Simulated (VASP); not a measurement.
# CrCuO2 (R-3m) in VASP: single point with PBEsol

Aim: the single point of CrCuO2 with PBEsol.

Program: VASP 6.6.1. These are calculated values, not measurements. Logs are shortened: lines on timing, memory, paths and dates and some standing lists are left out, and cuts for length are marked.

## Step 1: The cell of the first run

It takes space group R-3m (No. 166, trigonal). Conventional cell: a = 2.973 Å, b = 2.973 Å, c = 17.100 Å, α = 90.00°, β = 90.00°, γ = 120.00°. Cr (site symmetry -3m) has 6 O at 1.99 Å within 2.6 Å. Within 2.4 Å of Cu (site symmetry -3m) lie 2 O at 1.85 Å. Within 2.4 Å of O (site symmetry 3m) lie 1 Cu at 1.85 Å and 3 Cr at 1.99 Å.

## Step 2: Single point, PBEsol, collinear spin, ferromagnetic start

Contents of INCAR:

```
SYSTEM = CrCuO2
PREC     = Accurate       ! precision mode
ENCUT    = 600            ! plane-wave cutoff, eV
EDIFF    = 1E-6           ! SCF threshold, eV
ISMEAR   = -1             ! smearing method
SIGMA    = 0.08           ! smearing width, eV
LREAL    = .FALSE.        ! projectors in reciprocal space
LASPH    = .TRUE.         ! aspherical terms in the spheres
NELM     = 200            ! most SCF steps
ALGO     = Normal         ! electronic algorithm
ISIF     = 2              ! what is computed and relaxed
LWAVE    = .FALSE.        ! write WAVECAR
LCHARG   = .TRUE.         ! write CHGCAR
ISPIN    = 2              ! spin polarisation
MAGMOM   = 3 0 0 0        ! initial moments
LORBIT   = 11             ! projections on sites
LMAXMIX  = 4              ! l up to which the mixer works
GGA      = PS             ! functional
LELF     = .TRUE.         ! ELF
LVHAR    = .TRUE.       
NBANDS   = 30             ! bands
GGA_COMPAT= .FALSE.
```

Contents of KPOINTS:

```
Automatic mesh
0
G
  11 11 11
  0 0 0
```

Contents of POSCAR:

```
CrCuO2
1.0
    1.4867000000      0.8583466452      5.7000000000
   -1.4867000000      0.8583466452      5.7000000000
    0.0000000000     -1.7166932904      5.7000000000
Cr Cu O
1 1 2
Direct
    0.5000000000      0.5000000000      0.5000000000
    0.0000000000      0.0000000000      0.0000000000
    0.1079200000      0.1079200000      0.1079200000
    0.8920800000      0.8920800000      0.8920800000
```

Potentials or basis: VASP PAW PBE potentials, release 64 (Cr_pv, Cu, O).

Started as:

```bash
> cat potpaw_PBE.64/Cr_pv/POTCAR potpaw_PBE.64/Cu/POTCAR potpaw_PBE.64/O/POTCAR > POTCAR
> mpirun -np 1 vasp_std > vasp.out
```

OUTCAR:

```text
SYSTEM = CrCuO2
   PREC = Accurate
   ENCUT = 600
   EDIFF = 1E-6
   ISMEAR = -1
   LREAL = .FALSE.
   LASPH = .TRUE.
   NELM = 200
   ISIF = 2
   ISPIN = 2
   LORBIT = 11
   GGA = PS

 ion  position               nearest neighbor table
   1  0.500  0.500  0.500-   3 1.99   4 1.99   3 1.99   3 1.99   4 1.99   4 1.99
   2  0.000  0.000  0.000-   3 1.85   4 1.85
   3  0.108  0.108  0.108-   2 1.85   1 1.99   1 1.99   1 1.99
   4  0.892  0.892  0.892-   2 1.85   1 1.99   1 1.99   1 1.99

  LATTYP: Found a trigonal (rhomboedric) cell.
 ALAT       =     5.9529014651
 COS(alpha) =     0.8752561078

  Lattice vectors:

 A1 = (   1.4867000000,   0.8583466452,   5.7000000000)
 A2 = (  -1.4867000000,   0.8583466452,   5.7000000000)
 A3 = (   0.0000000000,  -1.7166932904,   5.7000000000)

Analysis of symmetry for initial positions (statically):
=====================================================================
 Subroutine PRICEL returns:
 Original cell was already a primitive cell.

 Routine SETGRP: Setting up the symmetry group for a
 trigonal (rhombohedral) supercell.

 Subroutine GETGRP returns: Found 12 space group operations
 (whereof 12 operations were pure point group operations)
 out of a pool of 12 trial point group operations.

The static configuration has the point symmetry D_3d.

Analysis of symmetry for dynamics (positions and initial velocities):
=====================================================================
 Subroutine PRICEL returns:
 Original cell was already a primitive cell.

 Routine SETGRP: Setting up the symmetry group for a
 trigonal (rhombohedral) supercell.

 Subroutine GETGRP returns: Found 12 space group operations
 (whereof 12 operations were pure point group operations)
 out of a pool of 12 trial point group operations.

The dynamic configuration has the point symmetry D_3d.

Analysis of structural, dynamic, and magnetic symmetry:
=====================================================================
 Subroutine PRICEL returns:
 Original cell was already a primitive cell.

 Routine SETGRP: Setting up the symmetry group for a
 trigonal (rhombohedral) supercell.

 Subroutine GETGRP returns: Found 12 space group operations
 (whereof 12 operations were pure point group operations)
 out of a pool of 12 trial point group operations.

The overall configuration has the point symmetry D_3d.

 Subroutine INISYM returns: Found 12 space group operations
 (whereof 12 operations are pure point group operations),
 and found     1 'primitive' translations

[... 127 lines left out ...]
   LEPSILON=     F    determine dielectric tensor
   LRPA    =     F    only Hartree local field effects (RPA)
 spin polarized calculation
  energy-cutoff  :      600.00
  volume of cell :       43.64
 maximum number of plane-waves:      1475
   NGX = 23   NGY = 23   NGZ = 23

 number of electron      34.9999997 magnetization       2.9997875

 Free energy of the ion-electron system (eV)
  ---------------------------------------------------
  ext. energy  EPLUGINS =         0.00000000
  ---------------------------------------------------
  free energy    TOTEN  =       -30.64544871 eV

  energy without entropy =      -30.64525866  energy(sigma->0) =      -30.64535368

 E-fermi :   6.5076     XC(G=0): -11.8587

 val. band max:        5.9867113626   @ k =  -0.3636   0.3636   0.0000
 cond. band min:       6.9863817356   @ k =  -0.4545   0.0909   0.0909
 fundamental gap:      0.9996703730
 Fermi energy:         6.5075888192

 spin component 1

 k-point     1 :       0.0000    0.0000    0.0000
  band No.  band energies     occupation
      1     -38.2706      1.00000
      2     -38.2085      1.00000
      3     -38.2085      1.00000
      4     -14.3511      1.00000
      5     -12.8056      1.00000
      6      -2.4462      1.00000
[... 757 lines left out ...]
     28      18.8751      0.00000
     29      20.0881      0.00000

 [... further k-points ...]

 spin component 2

 k-point     1 :       0.0000    0.0000    0.0000
  band No.  band energies     occupation
      1     -35.3476      1.00000
      2     -35.3441      1.00000
      3     -35.3441      1.00000
      4     -14.2447      1.00000
      5     -12.7505      1.00000
      6      -2.0961      1.00000
[... 757 lines left out ...]
     28      19.6751      0.00000
     29      20.8874      0.00000

 [... further k-points ...]

 [bands above 29 left out]

------------------------ aborting loop because EDIFF is reached ----------------------------------------

  FORCE on cell =-STRESS in cart. coord.  units (eV):
  Direction    XX          YY          ZZ          XY          YZ          ZX
  --------------------------------------------------------------------------------------
  -------------------------------------------------------------------------------------
  Total       -0.6813676     -0.6813676     -1.2647537      0.0000000      0.0000000      0.0000000
  in kB      -25.0138132    -25.0138132    -46.4306103      0.0000000      0.0000000      0.0000000
  external PRESSURE =     -32.1527456 kB  Pullay stress =       0.0000000 kB

 VOLUME and BASIS-vectors are now :
 -----------------------------------------------------------------------------
  energy-cutoff  :      600.00
  volume of cell :       43.64
      direct lattice vectors                 reciprocal lattice vectors
     1.486700000  0.858346645  5.700000000     0.336315329  0.194171746  0.058479532
    -1.486700000  0.858346645  5.700000000    -0.336315329  0.194171746  0.058479532
     0.000000000 -1.716693290  5.700000000     0.000000000 -0.388343492  0.058479532

 POSITION                                       TOTAL-FORCE (eV/Angst)
 -----------------------------------------------------------------------------------
      0.00000      0.00000      8.55000        -0.000000      0.000000     -0.000000
      0.00000      0.00000      0.00000         0.000000      0.000000     -0.000000
      0.00000      0.00000      1.84543         0.000000     -0.000000      0.088447
      0.00000      0.00000     15.25457         0.000000     -0.000000     -0.088447
 -----------------------------------------------------------------------------------
    total drift:                                0.000000      0.000000     -0.000000

  FREE ENERGIE OF THE ION-ELECTRON SYSTEM (eV)
  ---------------------------------------------------
  free  energy   TOTEN  =       -30.6454487105 eV

  energy  without entropy=      -30.6452586575  energy(sigma->0) =      -30.64535368

 total charge

# of ion       s       p       d       tot
------------------------------------------
    1        0.294   6.353   4.113  10.760
    2        0.432   0.322   9.211   9.965
    3        1.544   3.482   0.000   5.026
    4        1.544   3.482   0.000   5.026
--------------------------------------------------
tot          3.814  13.638  13.324  30.777

 magnetization (x)

# of ion       s       p       d       tot
------------------------------------------
    1        0.026   0.027   2.772   2.824
    2        0.020   0.010   0.003   0.033
    3       -0.002  -0.005   0.000  -0.006
    4       -0.002  -0.005   0.000  -0.006
--------------------------------------------------
tot          0.043   0.027   2.774   2.844
```

OSZICAR:

```text
N       E                     dE             d eps       ncg     rms          rms(c)
DAV:   1     0.369800765544E+03    0.36980E+03   -0.19797E+04 19068   0.177E+03
DAV:   2    -0.791620305477E+00   -0.37059E+03   -0.34044E+03 18052   0.418E+02
DAV:   3    -0.354068219395E+02   -0.34615E+02   -0.33070E+02 20596   0.133E+02
DAV:   4    -0.363445890597E+02   -0.93777E+00   -0.92725E+00 20908   0.225E+01
DAV:   5    -0.363699148637E+02   -0.25326E-01   -0.25289E-01 19358   0.399E+00    0.245E+01
DAV:   6    -0.326291260291E+02    0.37408E+01   -0.26641E+01 23492   0.957E+01    0.148E+01
DAV:   7    -0.306436566460E+02    0.19855E+01   -0.76209E+00 22208   0.853E+01    0.848E+00
DAV:   8    -0.306811664987E+02   -0.37510E-01   -0.89350E-01 19340   0.559E+00    0.490E+00
DAV:   9    -0.306451582348E+02    0.36008E-01   -0.61378E-02 25492   0.732E+00    0.709E-01
DAV:  10    -0.306456021385E+02   -0.44390E-03   -0.16602E-02 25244   0.223E+00    0.225E-01
DAV:  11    -0.306454971931E+02    0.10495E-03   -0.21090E-03 23004   0.741E-01    0.169E-01
DAV:  12    -0.306454600826E+02    0.37110E-04   -0.40127E-04 24864   0.474E-01    0.476E-02
DAV:  13    -0.306454487714E+02    0.11311E-04   -0.10132E-04 23110   0.123E-01    0.212E-02
DAV:  14    -0.306454487105E+02    0.60869E-07   -0.62745E-06 21652   0.196E-02
   1 F= -.30645449E+02 E0= -.30645354E+02  d E =-.190053E-03  mag=     2.9999
```

stdout:

```text
POSCAR found type information on POSCAR CrCuO
 POSCAR found :  3 types and       4 ions
 scaLAPACK will be used
 -----------------------------------------------------------------------------
|                                                                             |
|                                                                             |
|     You enforced a specific xc type in the INCAR file but a different       |
|     I HOPE YOU KNOW WHAT YOU ARE DOING!                                     |
|                                                                             |
 -----------------------------------------------------------------------------

 LDA part: xc-table for (Slater+PW92), standard interpolation
 POSCAR, INCAR and KPOINTS ok, starting setup
 FFT: planning ... GRIDC
 FFT: planning ... GRID_SOFT
 FFT: planning ... GRID
 WAVECAR not read
 entering main loop
```

Run time: 7.6 min. Hardware: 1 thread of Intel Xeon 6975P-C (Granite Rapids), shared host; peak memory 0.66 GiB.

What came out:

| Quantity | Value |
| --- | --- |
| Free energy | -30.6454 eV |
| Pressure | -3.2 GPa |
| Largest force | 0.088 eV/Å |
| Band gap on the k mesh | 1.00 eV (least direct gap 1.16 eV) |
| Net moment | 3.00 μB per cell |
| Site moments | Cr +2.82; Cu +0.03; O -0.01 μB |
| Valence electrons inside the program's atomic spheres | Cr 10.76; Cu 9.96; O 5.03 |

Forces on the atoms (eV/Å):
```
Cr   0.000  0.000  0.000
Cu   0.000  0.000  0.000
O    0.000  0.000  0.088
O    0.000  0.000 -0.088
```

Stress tensor (GPa, compression positive):
```
-2.50  0.00  0.00
 0.00 -2.50  0.00
 0.00  0.00 -4.64
```

Caveat: the cell stands under tension; an empty level that is flat over the whole mesh can mark a ghost state of the potentials, or a narrow d or f band; the PAW data sets were made with another functional, which shifts forces and pressure a little. A k mesh can miss the band edges.
